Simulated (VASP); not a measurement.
The system is AlNi3.

```
Al Ni
1.0
     3.52305    0.00000    0.00000
     0.00000    3.52305    0.00000
     0.00000    0.00000    3.52305
Al Ni
1 3
Cartesian
  0.0000 0.0000 0.0000
  0.0000 1.7615 1.7615
  1.7615 0.0000 1.7615
  1.7615 1.7615 0.0000
```

Program: VASP 6.6.1. Alike in all runs: task single point; potentials or basis VASP PAW PBE potentials, release 64 (Al, Ni); cell as given; smearing gaussian 0.1 eV.

Problem. Order these runs on this cell by their pressure, lowest first.
A. level r2SCAN; spin off; k mesh 1 × 1 × 1; cutoff (eV) 660
B. level PBE; spin off; k mesh 3 × 3 × 3; cutoff (eV) 520
C. level PBE+D3(BJ); spin off; k mesh 2 × 2 × 2; cutoff (eV) 520
D. level PBE; spin collinear, ferrimagnetic start; k mesh 2 × 2 × 2; cutoff (eV) 600

Solution. C (-1.0 GPa), D (6.5 GPa), B (8.3 GPa), A (26.8 GPa).

Caveats: all runs use coarse meshes; three body term missing (some runs); pairwise dispersion overbinds metals, which lowers pressure and volume (some runs); the PAW data sets were made with another functional, which shifts forces and pressure a little (some runs).
